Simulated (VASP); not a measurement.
# SiNi (P2_13) in VASP: relaxation of cell and atoms with LDA

Aim: the relaxation of cell and atoms of SiNi with LDA.

All numbers are computed with VASP 6.6.1; they aren't measurements. Logs are shortened: lines on timing, memory, paths and dates and some standing lists are left out, and cuts for length are marked.

## 1. The cell of the first run

The structure is cubic, space group P2_13 (No. 198). The conventional cell has a = 4.427 Å, b = 4.427 Å, c = 4.427 Å, α = 90.00°, β = 90.00°, γ = 90.00°. Within 3.1 Å of Si (site symmetry 3) lie 7 Ni at 2.33 to 2.40 Å and 6 Si at 2.73 Å. Within 3.1 Å of Ni (site symmetry 3) lie 7 Si at 2.33 to 2.40 Å and 6 Ni at 2.73 Å.

## 2. Relaxation of cell and atoms, LDA

File INCAR:

```
PREC     = Accurate       # precision mode
ENCUT    = 600            # plane-wave cutoff, eV
EDIFF    = 1E-6           # SCF threshold, eV
ISMEAR   = 0              # smearing method
SIGMA    = 0.1            # smearing width, eV
LREAL    = F              # projectors in reciprocal space
LASPH    = T              # aspherical terms in the spheres
NELM     = 100            # most SCF steps
ALGO     = Normal         # electronic algorithm
ISIF     = 3              # what is computed and relaxed
LWAVE    = F              # write WAVECAR
LCHARG   = F              # write CHGCAR
IBRION   = 2              # ionic algorithm
NSW      = 100            # ionic steps
EDIFFG   = -0.005         # ionic threshold
```

File KPOINTS:

```
regular mesh
0
Gamma
  8 8 8
```

File POSCAR:

```
SiNi
1.0
    4.4272270926      0.0000000000      0.0000000000
    0.0000000000      4.4272270926      0.0000000000
    0.0000000000      0.0000000000      4.4272270926
Si Ni
4 4
Direct
    0.6536710298      0.1536710298      0.3463289702
    0.1536710298      0.3463289702      0.6536710298
    0.3463289702      0.6536710298      0.1536710298
    0.8463289702      0.8463289702      0.8463289702
    0.3504371293      0.8504371293      0.6495628707
    0.8504371293      0.6495628707      0.3504371293
    0.6495628707      0.3504371293      0.8504371293
    0.1495628707      0.1495628707      0.1495628707
```

Potentials or basis: VASP PAW LDA potentials, release 64 (Si, Ni).

Launch:

```
$ cat potpaw_LDA.64/Si/POTCAR potpaw_LDA.64/Ni/POTCAR > POTCAR
$ mpirun -np 1 vasp_std > vasp.out
```

OUTCAR:

```text
PREC = Accurate
   ENCUT = 600
   EDIFF = 1E-6
   ISMEAR = 0
   LREAL = F
   LASPH = T
   NELM = 100
   ISIF = 3
   IBRION = 2
   NSW = 100
   EDIFFG = -0.005

 ion  position               nearest neighbor table
   1  0.654  0.154  0.346-   5 2.33   6 2.36   8 2.36   7 2.36   7 2.40   6 2.40   8 2.40   2 2.73
                             4 2.73   3 2.73   3 2.73   2 2.73   4 2.73
   2  0.154  0.346  0.654-   6 2.33   5 2.36   7 2.36   8 2.36   5 2.40   8 2.40   7 2.40   1 2.73
                             3 2.73   3 2.73   4 2.73   1 2.73   4 2.73
   3  0.346  0.654  0.154-   7 2.33   6 2.36   8 2.36   5 2.36   6 2.40   5 2.40   8 2.40   1 2.73
                             2 2.73   2 2.73   1 2.73   4 2.73   4 2.73
   4  0.846  0.846  0.846-   8 2.33   7 2.36   5 2.36   6 2.36   7 2.40   6 2.40   5 2.40   2 2.73
                             3 2.73   1 2.73   1 2.73   2 2.73   3 2.73
   5  0.350  0.850  0.650-   1 2.33   2 2.36   4 2.36   3 2.36   3 2.40   2 2.40   4 2.40   8 2.73
                             8 2.73   6 2.73   7 2.73   7 2.73   6 2.73
   6  0.850  0.650  0.350-   2 2.33   1 2.36   3 2.36   4 2.36   1 2.40   4 2.40   3 2.40   8 2.73
                             5 2.73   7 2.73   8 2.73   7 2.73   5 2.73
   7  0.650  0.350  0.850-   3 2.33   2 2.36   4 2.36   1 2.36   2 2.40   1 2.40   4 2.40   8 2.73
                             5 2.73   6 2.73   6 2.73   5 2.73   8 2.73
   8  0.150  0.150  0.150-   4 2.33   3 2.36   1 2.36   2 2.36   3 2.40   2 2.40   1 2.40   5 2.73
                             6 2.73   7 2.73   5 2.73   6 2.73   7 2.73

  LATTYP: Found a simple cubic cell.
 ALAT       =     4.4272270926

  Lattice vectors:

 A1 = (   4.4272270926,   0.0000000000,   0.0000000000)
 A2 = (   0.0000000000,   4.4272270926,   0.0000000000)
 A3 = (   0.0000000000,   0.0000000000,   4.4272270926)

Analysis of symmetry for initial positions (statically):
=====================================================================
 Subroutine PRICEL returns:
 Original cell was already a primitive cell.

 Routine SETGRP: Setting up the symmetry group for a
 simple cubic supercell.

 Subroutine GETGRP returns: Found 12 space group operations
 (whereof  3 operations were pure point group operations)
 out of a pool of 48 trial point group operations.

The static configuration has the point symmetry C_3 .
 The point group associated with its full space group is T   .

Analysis of symmetry for dynamics (positions and initial velocities):
=====================================================================
 Subroutine PRICEL returns:
 Original cell was already a primitive cell.

 Routine SETGRP: Setting up the symmetry group for a
 simple cubic supercell.

 Subroutine GETGRP returns: Found 12 space group operations
 (whereof  3 operations were pure point group operations)
 out of a pool of 48 trial point group operations.

The dynamic configuration has the point symmetry C_3 .
 The point group associated with its full space group is T   .

 Subroutine INISYM returns: Found 12 space group operations
 (whereof  3 operations are pure point group operations),
 and found     1 'primitive' translations

----------------------------------------------------------------------------------------

                                     Primitive cell

  volume of cell :      86.7752

  direct lattice vectors                    reciprocal lattice vectors
     4.427227093  0.000000000  0.000000000     0.225875018  0.000000000  0.000000000
     0.000000000  4.427227093  0.000000000     0.000000000  0.225875018  0.000000000
     0.000000000  0.000000000  4.427227093     0.000000000  0.000000000  0.225875018

  length of vectors
     4.427227093  4.427227093  4.427227093     0.225875018  0.225875018  0.225875018

  position of ions in fractional coordinates (direct lattice)
     0.653671030  0.153671030  0.346328970
     0.153671030  0.346328970  0.653671030
     0.346328970  0.653671030  0.153671030
     0.846328970  0.846328970  0.846328970
     0.350437129  0.850437129  0.649562871
     0.850437129  0.649562871  0.350437129
     0.649562871  0.350437129  0.850437129
     0.149562871  0.149562871  0.149562871

  ion indices of the primitive-cell ions
   primitive index   ion index
                 1           1
                 2           2
                 3           3
                 4           4
                 5           5
                 6           6
                 7           7
                 8           8

----------------------------------------------------------------------------------------

 KPOINTS: regular mesh

Automatic generation of k-mesh.
 Grid dimensions read from file:
 generate k-points for:    8    8    8

 Generating k-lattice:

  Cartesian coordinates                     Fractional coordinates (reciprocal lattice)
     0.028234377  0.000000000  0.000000000     0.125000000  0.000000000  0.000000000
     0.000000000  0.028234377  0.000000000     0.000000000  0.125000000  0.000000000
     0.000000000  0.000000000  0.028234377     0.000000000  0.000000000  0.125000000

  Length of vectors
     0.028234377  0.028234377  0.028234377

  Shift w.r.t. Gamma in fractional coordinates (k-lattice)
     0.000000000  0.000000000  0.000000000

 Subroutine IBZKPT returns following result:
 ===========================================

 Found     45 irreducible k-points:

 Following reciprocal coordinates:
            Coordinates               Weight
  0.000000  0.000000  0.000000      1.000000
  0.125000  0.000000  0.000000      6.000000
  0.250000  0.000000  0.000000      6.000000
  0.375000  0.000000  0.000000      6.000000
  0.500000  0.000000  0.000000      3.000000
  0.125000  0.125000  0.000000     12.000000
[... 16 lines left out ...]
  0.250000  0.125000  0.125000     24.000000
  0.375000  0.125000  0.125000     24.000000
 [... further k-points ...]
   k-points           NKPTS =     45   k-points in BZ     NKDIM =     45   number of bands    NBANDS=     33
   number of dos      NEDOS =    301   number of ions     NIONS =      8
   total plane-waves  NPLWV =  46656
   dimension x,y,z NGX =    36 NGY =   36 NGZ =   36
   dimension x,y,z NGXF=    72 NGYF=   72 NGZF=   72
   ions per type =               4   4
   NGX,Y,Z   is equivalent  to a cutoff of  13.52, 13.52, 13.52 a.u.
   NGXF,Y,Z  is equivalent  to a cutoff of  27.04, 27.04, 27.04 a.u.
 SYSTEM =  unknown system
   PREC   = accura    normal or accurate (medium, high low for compatibility)
   ISTART =      0    job   : 0-new  1-cont  2-samecut
   ICHARG =      2    charge: 1-file 2-atom 10-const
   ISPIN  =      1    spin polarized calculation?
   LNONCOLLINEAR =      F non collinear calculations
   LSORBIT =      F    spin-orbit coupling
   LASPH  =      T    aspherical Exc in radial PAW
   ENCUT  =  600.0 eV  44.10 Ry    6.64 a.u.   8.84  8.84  8.84*2*pi/ulx,y,z
   NELM   =    100;   NELMIN=  2; NELMDL= -5     # of ELM steps
   EDIFF  = 0.1E-05   stopping-criterion for ELM
   LREAL  =      F    real-space projection
   EDIFFG = -.5E-02   stopping-criterion for IOM
   NSW    =    100    number of steps for IOM
   IBRION =      2    ionic relax: 0-MD 1-quasi-New 2-CG
   NFREE  =      1    steps in history (QN), initial steepest desc. (CG)
   ISIF   =      3    stress and relaxation
   ISYM   =      2    0-nonsym 1-usesym 2-fastsym
   POTIM  = 0.5000    time-step for ionic-motion
   TEBEG  =    0.0;   TEEND  =   0.0 temperature during run
   PSTRESS=    0.0 pullay stress
   NELECT =      56.0000    total number of electrons
   NUPDOWN=      -1.0000    fix difference up-down
   EMIN   =  10.00;   EMAX   =-10.00  energy-range for DOS
   EFERMI =   0.00;   METHOD = LEGACY
   ISMEAR =     0;   SIGMA  =   0.10  broadening in eV -4-tet -1-fermi 0-gaus
   EFERMI_NEDOS =   21; number of points for ismear=-14 and -15
   IALGO  =     38    algorithm
   IMIX   =      4    mixing-type and parameters
     AMIX     =   0.40;   BMIX     =  1.00
     AMIX_MAG =   1.60;   BMIX_MAG =  1.00
  volume/ion in A,a.u.               =      10.85        73.20
  Fermi-wavevector in a.u.,A,eV,Ry     =   1.414726  2.673445 27.231381  2.001450
  Thomas-Fermi vector in A             =   2.536238
   LORBIT       =      0    0 simple, 1 ext, 2 COOP (PROOUT), +10 PAW based schemes
   GGA     = CA    functional components
   LHFCALC =     F    Hartree Fock is set to
   AEXX    =    0.0000 exact exchange contribution
   IVDW    =     0    specifies the selected vdW correction
   LEPSILON=     F    determine dielectric tensor
   LRPA    =     F    only Hartree local field effects (RPA)
 conjugate gradient relaxation of ions
 non-spin polarized calculation
 Gauss-broadening in eV      SIGMA  =   0.10
  energy-cutoff  :      600.00
  volume of cell :       86.78
 maximum number of plane-waves:      2945
   NGX = 17   NGY = 17   NGZ = 17

--------------------------------------- Ionic step        1  -------------------------------------------

 number of electron      55.9999999 magnetization

 Free energy of the ion-electron system (eV)
  ---------------------------------------------------
  ext. energy  EPLUGINS =         0.00000000
  ---------------------------------------------------
  free energy    TOTEN  =       -54.27498418 eV

  energy without entropy =      -54.26503926  energy(sigma->0) =      -54.27001172

------------------------ aborting loop because EDIFF is reached ----------------------------------------

  FORCE on cell =-STRESS in cart. coord.  units (eV):
  Direction    XX          YY          ZZ          XY          YZ          ZX
  --------------------------------------------------------------------------------------
  -------------------------------------------------------------------------------------
  Total        0.4240955      0.4240955      0.4240955     -0.0000000     -0.0000000      0.0000000
  in kB        7.8303087      7.8303087      7.8303087     -0.0000000     -0.0000000      0.0000000
  external PRESSURE =       7.8303087 kB  Pullay stress =       0.0000000 kB
[... 153 lines left out ...]
  energy  without entropy=      -54.2659006443  energy(sigma->0) =      -54.27086849

--------------------------------------- Ionic step        5  -------------------------------------------

 number of electron      56.0000005 magnetization

 Free energy of the ion-electron system (eV)
  ---------------------------------------------------
  ext. energy  EPLUGINS =         0.00000000
  ---------------------------------------------------
  free energy    TOTEN  =       -54.27588245 eV

  energy without entropy =      -54.26593186  energy(sigma->0) =      -54.27090715

 E-fermi :  12.5725     XC(G=0): -13.0024

 val. band max:       12.5258288262   @ k =  -0.1250   0.3750   0.0000
 cond. band min:      12.6292309414   @ k =   0.2500   0.2500   0.0000
 fundamental gap:      0.1034021152
 Fermi energy:        12.5724912446

 k-point     1 :       0.0000    0.0000    0.0000
  band No.  band energies     occupation
      1      -2.0341      2.00000
      2       3.5208      2.00000
      3       3.5208      2.00000
      4       3.5208      2.00000
      5       6.0157      2.00000
      6       6.0157      2.00000
[... 853 lines left out ...]
     32      14.3325      0.00000
     33      14.7911      0.00000

 [... further k-points ...]

------------------------ aborting loop because EDIFF is reached ----------------------------------------

  FORCE on cell =-STRESS in cart. coord.  units (eV):
  Direction    XX          YY          ZZ          XY          YZ          ZX
  --------------------------------------------------------------------------------------
  -------------------------------------------------------------------------------------
  Total       -0.0284933     -0.0284933     -0.0284933     -0.0000000      0.0000000      0.0000000
  in kB       -0.5240228     -0.5240228     -0.5240228     -0.0000000      0.0000000      0.0000000
  external PRESSURE =      -0.5240228 kB  Pullay stress =       0.0000000 kB
[... 23 lines left out ...]
  FREE ENERGIE OF THE ION-ELECTRON SYSTEM (eV)
  ---------------------------------------------------
  free  energy   TOTEN  =       -54.2758824464 eV

  energy  without entropy=      -54.2659318621  energy(sigma->0) =      -54.27090715

 reached required accuracy - stopping structural energy minimisation
```

It took 11 min on 1 thread of AMD EPYC 7R13, shared host; peak memory 0.26 GiB.

What came out:

```yaml
Free_energy: -54.2759 eV
Relaxed_volume: 10.89 Å³/atom
Relaxed_cell: a = 4.433 Å, b = 4.433 Å, c = 4.433 Å, α = 90.00°, β = 90.00°, γ = 90.00°
Space_group_after_relaxing_to_0.1_Å: P2_13 (No. 198)
Energy_gained_by_relaxing: 0.1 meV/atom
Ionic_steps: 5
Pressure_after_relaxing: -0.1 GPa
Band_gap_on_the_k_mesh: zero (bands 28 and 29 overlap by 1.27 eV)
```

Forces in eV/Å, atoms in the order of the input:
```
Si   0.002  0.002 -0.002
Si   0.002 -0.002  0.002
Si  -0.002  0.002  0.002
Si  -0.002 -0.002 -0.002
Ni   0.000  0.000  0.000
Ni   0.000  0.000  0.000
Ni   0.000  0.000  0.000
Ni   0.000  0.000  0.000
```

Step by step:
```
step  energy change (eV)  largest force (eV/Å)  pressure (GPa)  volume (Å³)
   1              0.0000                0.0156            0.78        86.78
   2              0.0001                0.0167           -0.99        87.44
   3             -0.0008                0.0162           -0.01        87.12
   4             -0.0009                0.0125            0.05        87.12
   5             -0.0009                0.0029           -0.05        87.12
```

Final structure:
```
Si Ni
1.0
     4.43303    0.00000    0.00000
     0.00000    4.43303    0.00000
     0.00000    0.00000    4.43303
Si Ni
4 4
Direct
  0.65363 0.15363 0.34637
  0.15363 0.34637 0.65363
  0.34637 0.65363 0.15363
  0.84637 0.84637 0.84637
  0.35086 0.85086 0.64914
  0.85086 0.64914 0.35086
  0.64914 0.35086 0.85086
  0.14914 0.14914 0.14914
```

Spin polarisation is off, so any magnetic state and its effect on volume and gap are missing.

The gap in the log of VASP goes by the Fermi energy; the results here count the filled bands.